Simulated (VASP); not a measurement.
Write the native input for VASP 6.6.1 that does the following.

```yaml
Task: relaxation of cell and atoms
Functional: PBE
Potentials_or_basis: VASP PAW PBE potentials, release 64 (La, Hf_pv, O)
Cutoff: 600 eV
k_mesh: 6 × 6 × 4
Occupations: gaussian, width 0.2 eV
Spin: no spin polarisation
Dipole_correction: no
Further_INCAR_settings: ALGO = Normal; EDIFF = 1e-06; IBRION = 2; EDIFFG = -0.08; NSW = 36; ISIF = 3
```

The structure of LaHfO lies in POSCAR:

```
LaHfO
1.0
    3.3893734900      0.0000000000      0.0000000000
    0.0000000000      3.3893734900      0.0000000000
    0.0000000000      0.0000000000      5.7747381800
La Hf O
1 1 1
Direct
    0.5000000000      0.5000000000      0.8282576700
    0.0000000000      0.0000000000      0.6351240900
    0.0000000000      0.0000000000      0.9168905500
```

The cell was built from a structure type or drawn by symmetry, and may not be a known phase.

The input as run:

INCAR

```
SYSTEM = LaHfO
PREC = Accurate ; ENCUT = 600
EDIFF = 1E-6 ; ISMEAR = 0
SIGMA = 0.2 ; LREAL = .False.
LASPH = .True. ; NELM = 100
ALGO = Normal ; ISIF = 3
LWAVE = .False. ; LCHARG = .False.
GGA = PE ; IBRION = 2
NSW = 36 ; EDIFFG = -0.08
```

KPOINTS

```
Automatic mesh
0
Gamma
  6 6 4
  0 0 0
```

Potentials or basis: VASP PAW PBE potentials, release 64 (La, Hf_pv, O).

Launch:

```bash
$ cat potpaw_PBE.64/La/POTCAR potpaw_PBE.64/Hf_pv/POTCAR potpaw_PBE.64/O/POTCAR > POTCAR
$ mpirun -np 1 vasp_std > vasp.out
```

It gave:

```yaml
Relaxed_volume: 19.72 Å³/atom
Relaxed_cell: a = 3.717 Å, b = 3.717 Å, c = 4.281 Å, α = 90.00°, β = 90.00°, γ = 90.00°
Space_group_after_relaxing_to_0.1_Å: P4/mmm (No. 123)
Pressure_after_relaxing: -0.3 GPa
Largest_force_after_relaxing: 0.060 eV/Å
Band_gap_on_the_k_mesh: zero (an odd number of electrons rules out a gap without spin polarisation)
```

Caveat: a cell axis changed by over 15 % at a fixed basis, so the end point is rough; spin-orbit coupling is left out, which moves the levels of the heavy elements; an odd number of electrons without spin polarisation forces a metal; a magnetic or distorted state may lie lower; the relaxation stopped at a loose force limit of 0.08 eV/Å, so its end isn't a converged minimum.

Run time: 9.6 min on 1 thread of Intel(R) Xeon(R) 6975P-C (Granite Rapids) (shared host), peak memory 0.24 GiB.
